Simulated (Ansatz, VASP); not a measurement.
**TaN: VASP beside Ansatz**

Contents of INCAR:

```
SYSTEM = TaN
ALGO     = Normal         ! electronic algorithm
EDIFF    = 1E-8           ! SCF threshold, eV
ENCUT    = 520            ! plane-wave cutoff, eV
GGA      = PE             ! functional
ISIF     = 2              ! what is computed and relaxed
ISMEAR   = -1             ! smearing method
LASPH    = .True.         ! aspherical terms in the spheres
LCHARG   = .False.        ! write CHGCAR
LEFG     = .True.       
LREAL    = .False.        ! projectors in reciprocal space
LWAVE    = .False.        ! write WAVECAR
NBANDS   = 24             ! bands
NELM     = 80             ! most SCF steps
PREC     = Accurate       ! precision mode
SIGMA    = 0.01           ! smearing width, eV
```

The input KPOINTS:

```
k-points
0
Gamma
  9 9 5
  0 0 0
```

File POSCAR:

```
TaN
1.0
    3.0500010905      0.0000000000      0.0000000000
   -1.5250005453      2.6413784260      0.0000000000
    0.0000000000      0.0000000000      4.9400000000
Ta N
2 2
Direct
    0.3333333333      0.6666666667      0.0000000000
    0.6666666667      0.3333333333      0.5000000000
    0.3333333333      0.6666666667      0.3850000000
    0.6666666667      0.3333333333      0.8850000000
```

Input for Ansatz:

```yaml
crystal:
  lattice:
    - [3.0500010905, 0.0, 0.0]
    - [-1.5250005453, 2.641378426, 0.0]
    - [0.0, 0.0, 4.94]
  atoms:
    - { symbol: Ta, position: [0.3333333333, 0.6666666667, 0.0] }
    - { symbol: Ta, position: [0.6666666667, 0.3333333333, 0.5] }
    - { symbol: "N", position: [0.3333333333, 0.6666666667, 0.385] }
    - { symbol: "N", position: [0.6666666667, 0.3333333333, 0.885] }
kpoints:
  mp_grid: { grid: [9, 9, 5] }
  band_path:
    path:
      - [0.0, 0.0, 0.0]
      - [0.5, 0.0, 0.0]
      - [0.3333333333, 0.3333333333, 0.0]
      - [0.0, 0.0, 0.0]
      - [0.0, 0.0, 0.5]
      - [0.5, 0.0, 0.5]
      - [0.3333333333, 0.3333333333, 0.5]
      - [0.0, 0.0, 0.5]
      - [0.5, 0.0, 0.5]
    npoints: 14
scf:
  occupations: { method: fermi_dirac, width: 0.01 }
hamiltonian:
  xc: pbe
  pseudopotentials: { kind: paw }
output:
  forces: true
  stress: true
  eigenvalues: true
  efg: { contact_densities: true }
  populations: true
  bader: true
  dos: { projected: true, de: 0.2, e_range: [-14, 8] }
  write_density: true
  write_potential: true
  elf: true
  volumetric_format: npy
```

Alike in both runs: task electric field gradients; functional PBE; k mesh 9 × 9 × 5; occupations fermi-dirac, width 0.01 eV; no spin polarisation.

|  | VASP | Ansatz |
| --- | --- | --- |
| version | VASP 6.6.1 | Ansatz 0.2.0 |
| potentials or method | VASP PAW PBE potentials, release 64 (Ta_pv, N) | PAW with Ansatz's default frozen-core files, scalar-relativistic |
| plane-wave cutoff (eV) | 520 | 420 |
| valence electrons in the cell | 32 | 36 |

```csv
,VASP,Ansatz,Ansatz less VASP
rms of the force components (eV/Å),1.362,1.343,-0.0194
size of Vzz on the site where it differs most (V/Å²),123.5,129.8,+6.32
```

Atom by atom the forces differ by 0.019 eV/Å (rms over components). With one functional, cell and mesh, what is left measures potentials, basis and numerics. VASP's potentials hold 32 valence electrons a cell and Ansatz's 36, so a difference there can come from the potentials and not from the codes.

Spin-orbit coupling is off throughout.
